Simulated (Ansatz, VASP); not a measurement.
**WS2 in VASP and in Ansatz**

The input INCAR:

```
SYSTEM = WS2
ALGO = Normal ; EDIFF = 1E-7
ENCUT = 520 ; GGA = PS
ISIF = 2 ; ISMEAR = 0
IVDW = 12 ; LASPH = .TRUE.
LCHARG = .FALSE. ; LREAL = .FALSE.
LWAVE = .FALSE. ; NBANDS = 20
NELM = 60 ; PREC = Accurate
SIGMA = 0.05
```

Contents of KPOINTS:

```
k-points
0
G
  12 12 12
  0 0 0
```

Contents of POSCAR:

```
WS2
1.0
    1.6579504035      0.9572181118      6.4714965000
   -1.6579504035      0.9572181118      6.4714965000
    0.0000000000     -1.9144362235      6.4714965000
W S
1 2
Direct
    0.0000000000      0.0000000000      0.0000000000
    0.7503000000      0.7503000000      0.7503000000
    0.5810000000      0.5810000000      0.5810000000
```

Input for Ansatz:

```yaml
crystal:
  lattice:
    - [1.6579504035, 0.9572181118, 6.4714965]
    - [-1.6579504035, 0.9572181118, 6.4714965]
    - [0.0, -1.9144362235, 6.4714965]
  atoms:
    - { symbol: W, position: [0.0, 0.0, 0.0] }
    - { symbol: S, position: [0.7503, 0.7503, 0.7503] }
    - { symbol: S, position: [0.581, 0.581, 0.581] }
basis:
  ecutwfc: 420
kpoints:
  mp_grid: { grid: [12, 12, 12] }
hamiltonian:
  xc: pbesol
  dispersion: d3bj
scf:
  occupations: { method: gaussian, width: 0.05 }
output:
  forces: true
  stress: true
  eigenvalues: true
```

Change from the starting cell: strain +0.050 along x and y, +0.050 along z, atoms carried along.

Alike in both runs: task single point; functional PBEsol; dispersion D3(BJ); k mesh 12 × 12 × 12; occupations gaussian, width 0.05 eV; no spin polarisation.

```csv
,VASP,Ansatz
version,VASP 6.6.1,Ansatz 0.2.0
potentials or method,"VASP PAW PBE potentials, release 64 (W_sv, S), cutoff 520 eV","scalar-relativistic, plane waves, PAW"
valence electrons in the cell,26,26
```

VASP gave:

```
gap on the k mesh at the Fermi level (eV)                     : 1.07
least direct gap on the mesh (eV)                             : 1.55
pressure (GPa)                                                : -20.9
traceless stress, the component that is largest in VASP (GPa) : -0.65
rms of the force components (eV/Å)                            : 1.023
```

Task: What did Ansatz give for the same quantities?

Result: gap on the k mesh at the Fermi level (eV): 1.06; least direct gap on the mesh (eV): 1.55; pressure (GPa): -21.0; traceless stress, the component that is largest in VASP (GPa): -0.68; rms of the force components (eV/Å): 1.029.

VASP's potentials were made for PBE, not for PBEsol. Atom by atom the forces differ by 0.006 eV/Å (rms over components).

Spin-orbit coupling is off throughout.
